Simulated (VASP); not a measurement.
Write the native input for VASP 6.6.1 that does the following.

* Task: relaxation of cell and atoms
* Functional: PBE
* Potentials or basis: VASP PAW PBE potentials, release 64 (Hf_pv, C)
* Cutoff: 600 eV
* k mesh: 8 × 6 × 4
* Occupations: gaussian, width 0.1 eV
* Spin: no spin polarisation
* Dipole correction: no
* Further INCAR settings: ALGO = Fast; EDIFF = 1e-07; IBRION = 2; EDIFFG = -0.01; NSW = 100; ISIF = 3

The structure of HfC5 lies in POSCAR:

```
HfC5
1.0
    4.3254248063      0.0000000000      0.0000000000
    0.0000000000      4.7969914885      0.0000000000
    0.0000000000      0.0000000000      8.2381556379
Hf C
2 10
Direct
    0.0000000000      0.0000000000      0.5000000000
    0.5000000000      0.5000000000      0.5000000000
    0.3344086786      0.5000000000      0.0000000000
    0.1655353422      0.7501531617      0.0000000000
    0.3344716725      0.0000000000      0.0000000000
    0.1655353422      0.2498468383      0.0000000000
    0.6655913214      0.5000000000      0.0000000000
    0.8344646578      0.2498468383      0.0000000000
    0.6655283275      0.0000000000      0.0000000000
    0.8344646578      0.7501531617      0.0000000000
    0.5000000000      0.0000000000      0.5000000000
    0.0000000000      0.5000000000      0.5000000000
```

The input as run:

INCAR

```
ALGO = Fast
EDIFF = 1E-7
EDIFFG = -0.01
ENCUT = 600
GGA = PE
IBRION = 2
ISIF = 3
ISMEAR = 0
LASPH = T
LCHARG = F
LREAL = F
LWAVE = F
NELM = 60
NSW = 100
PREC = Accurate
SIGMA = 0.1
```

KPOINTS

```
k-points
0
Gamma
  8 6 4
```

Potentials or basis: VASP PAW PBE potentials, release 64 (Hf_pv, C).

Run with:

```bash
$ cat potpaw_PBE.64/Hf_pv/POTCAR potpaw_PBE.64/C/POTCAR > POTCAR
$ mpirun -np 1 vasp_std > vasp.out
```

Results of the run:

```yaml
Relaxed_volume: 13.79 Å³/atom
Relaxed_cell: a = 4.325 Å, b = 4.795 Å, c = 7.981 Å, α = 90.00°, β = 90.00°, γ = 90.00°
Space_group_after_relaxing_to_0.1_Å: Pmmm (No. 47)
Energy_gained_by_relaxing: 0.2 meV/atom
Ionic_steps: 18
Pressure_after_relaxing: 0.0 GPa
Band_gap_on_the_k_mesh: zero (bands 30 and 31 overlap by 0.81 eV)
```

Caveat: spin-orbit coupling is left out, which moves the levels of the heavy elements.

Wall time 110 min on 1 thread of Oxide Virtual Turin-like Processor (shared host), peak memory 0.55 GiB.
